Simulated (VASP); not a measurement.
Here is a VASP 6.6.1 calculation.

The input INCAR:

```
SYSTEM = Nb16H
ALGO = Normal ; EDIFF = 1E-7
ENCUT = 520 ; GGA = PE
ISIF = 2 ; ISMEAR = 1
LASPH = .True. ; LCHARG = .True.
LELF = .True. ; LREAL = Auto
LVHAR = .True. ; LWAVE = .False.
NBANDS = 118 ; NELM = 100
PREC = Accurate ; SIGMA = 0.1
```

File KPOINTS:

```
k-points
0
Gamma
  3 3 3
  0 0 0
```

File POSCAR:

```
Nb16H
1.0
    6.6171497900      0.0000000000      0.0000000000
    0.0000000000      6.6171497900      0.0000000000
    0.0000000000      0.0000000000      6.6171497900
Nb H
16 1
Direct
    0.0018083314     -0.0001107728     -0.0000001511
    0.2557870161      0.2498621087      0.2440129136
   -0.0055749078     -0.0061178908      0.4999826368
    0.2557904919      0.2499180240      0.7559701924
    0.0018385559      0.4999240013     -0.0000001511
    0.2483909315      0.7498908378      0.2499668366
   -0.0055270020      0.5058517800      0.5000030383
    0.2483904781      0.7498906867      0.7500401468
    0.5026041582     -0.0001701639      0.0000012090
    0.7501098143      0.2499148504      0.2489546183
    0.5001017213     -0.0011657587      0.4999992603
    0.7501126856      0.2499154549      0.7510333237
    0.5026399742      0.5000090832     -0.0000042314
    0.7475934741      0.7499278628      0.2499020050
    0.5001364795      0.5009386375      0.4999927620
    0.7475922651      0.7498860019      0.7500818566
    0.1250997826      0.2498344533      0.4999932154
```

Potentials or basis: VASP PAW PBE potentials, release 64 (Nb_sv, H).

The run is started by

```console
$ cat potpaw_PBE.64/Nb_sv/POTCAR potpaw_PBE.64/H/POTCAR > POTCAR
$ mpirun -np 1 vasp_std > vasp.out
```

Task: Predict the pressure.

Result: 0.7 GPa.

Task: What does it give for the largest force?

Result: 0.005 eV/Å.

Forces on the atoms (eV/Å):
```
Nb   0.002 -0.003 -0.001
Nb   0.002  0.002  0.004
Nb  -0.003  0.003  0.001
Nb   0.002 -0.002 -0.003
Nb   0.002  0.003  0.000
Nb  -0.001  0.000 -0.002
Nb  -0.005 -0.001 -0.001
Nb  -0.001  0.000  0.001
Nb   0.002  0.001 -0.001
Nb  -0.002 -0.001  0.001
Nb   0.002  0.005  0.000
Nb  -0.002 -0.001  0.000
Nb   0.001 -0.001  0.000
Nb  -0.001 -0.002  0.001
Nb   0.001 -0.005  0.000
Nb   0.000  0.001  0.000
H    0.000  0.001  0.000
```
